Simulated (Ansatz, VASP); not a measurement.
## Two plane-wave programs on La2TaO2

```
La Ta O
1.0
     6.59068    0.00000    0.00000
    -3.29534    5.70769    0.00000
     0.00000    0.00000    4.26900
La Ta O
2 1 2
Direct
  0.33333 0.66667 0.00000
  0.66667 0.33333 0.00000
  0.00000 0.00000 0.00000
  0.33333 0.66667 0.50000
  0.66667 0.33333 0.50000
```

Alike in both runs: functional PBE; k mesh 6 × 6 × 4; occupations gaussian, width 0.1 eV; collinear spin.

Ansatz relaxed the structure, and its values are those at the end. VASP's run is a single point on that final structure, the one shown.

|  | VASP | Ansatz |
| --- | --- | --- |
| version | VASP 6.6.1 | Ansatz 0.2.0 |
| potentials or method | VASP PAW PBE potentials, release 64 (La, Ta_pv, O), cutoff 520 eV | scalar-relativistic, plane waves, PAW |
| valence electrons in the cell | 45 | 47 |

VASP gave:

* gap on the k mesh at the Fermi level (eV): none
* pressure (GPa): 0.0
* net moment per atom (μB): 0.77
* size of the moment on the site where the two differ most (μB): 2.14

Q: Estimate Ansatz's values.

A: gap on the k mesh at the Fermi level (eV): none; pressure (GPa): 0.1; net moment per atom (μB): 0.77; size of the moment on the site where the two differ most (μB): 2.81.

Site moments also hang on the region over which each program counts them. A gap of «none» marks a metal or a gap that the smearing closes. VASP's potentials hold 45 valence electrons a cell and Ansatz's 47, so a difference there can come from the potentials and not from the codes. Ansatz's warnings: cell relax basis refresh.

The k mesh is coarse, so the values compare programs but aren't converged. Spin-orbit coupling is off throughout.
